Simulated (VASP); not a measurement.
BAs (alt): single point with PBE

Crystal: BAs (alt).

```xyz
2
Lattice="0.0000 2.4045 2.4045 2.4045 0.0000 2.4045 2.4045 2.4045 0.0000" Properties=species:S:1:pos:R:3 pbc="T T T"
B     0.0000    0.0000    0.0000
As    3.6068    3.6068    3.6068
```

```yaml
Program: VASP 6.6.1
Task: single point
Functional: PBE
Potentials_or_basis: VASP PAW PBE potentials, release 64 (B, As)
Cutoff: 500 eV
k_mesh: 10 × 10 × 10
Occupations: gaussian, width 0.02 eV
Spin: no spin polarisation
```

```
Pressure               : 0.6 GPa
Band gap on the k mesh : 1.20 eV, indirect (least direct gap 3.25 eV)
```

Levels at points of the mesh, in eV from the valence-band top:
| k point | band 1 | band 2 | band 3 | band 4 | band 5 | band 6 | band 7 | band 8 | band 9 |
| --- | --- | --- | --- | --- | --- | --- | --- | --- | --- |
| (0.00, 0.00, 0.00) | -15.22 | 0.00 | 0.00 | 0.00 | 3.25 | 3.25 | 3.25 | 4.43 | 9.49 |
| (0.50, 0.00, 0.00) | -12.42 | -8.64 | -1.79 | -1.79 | 2.58 | 4.76 | 4.76 | 8.82 | 12.57 |
| (0.50, 0.50, 0.00) | -11.13 | -8.42 | -4.00 | -4.00 | 1.45 | 1.46 | 11.18 | 11.18 | 12.69 |

Wall time 28 s on 1 thread of Intel Xeon 8259CL (shared host), peak memory 0.16 GiB.

A k mesh can miss the band edges.
